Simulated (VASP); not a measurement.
Runs of VASP 6.6.1 on BAs. The structure is that of space group F-43m (No. 216), or close to it. The cells are those of the table. 

| task | cell | k mesh | smearing | gap on the mesh (eV) | pressure (GPa) |
| --- | --- | --- | --- | --- | --- |
| single point | a = 3.271 Å, angles 60.0°, 2 atoms | 10 × 10 × 10 | gaussian 0.02 eV | 1.07 | 20.4 |
| single point | a = 3.271 Å, angles 60.0°, 2 atoms | 8 × 8 × 8 | gaussian 0.1 eV | 1.09 | 20.6 |
| relaxation of cell and atoms | relaxed to 19.4 GPa from a = 3.271 Å, angles 60.0°, 2 atoms | 10 × 10 × 10 | gaussian 0.01 eV | (a) | 19.4 |
| relaxation of cell and atoms | relaxed to 19.4 GPa from a = 3.378 Å, angles 60.0°, 2 atoms | 8 × 8 × 8 | gaussian 0.1 eV | 1.10 | 18.9 |
| single point | a = 3.271 Å, angles 60.0°, 2 atoms | 10 × 10 × 10 | gaussian 0.01 eV | 1.07 | 20.4 |
| relaxation of cell and atoms | relaxed to 19.4 GPa from a = 3.271 Å, angles 60.0°, 2 atoms | 8 × 8 × 8 | gaussian 0.1 eV | 1.10 | 19.4 |

Alike in all rows: level PBE; potentials or basis VASP PAW PBE potentials, release 64 (B, As); no spin polarisation; cutoff (eV) 500.

Problem. Fill in the values left out.

Solution. (a) 1.08.

Caveats: the cell stands under pressure (at least some runs); the cell is relaxed towards a set pressure, so the run minimises the enthalpy, not the energy (at least some runs).

A k mesh can miss the band edges, and the runs leave out spin-orbit coupling on As.
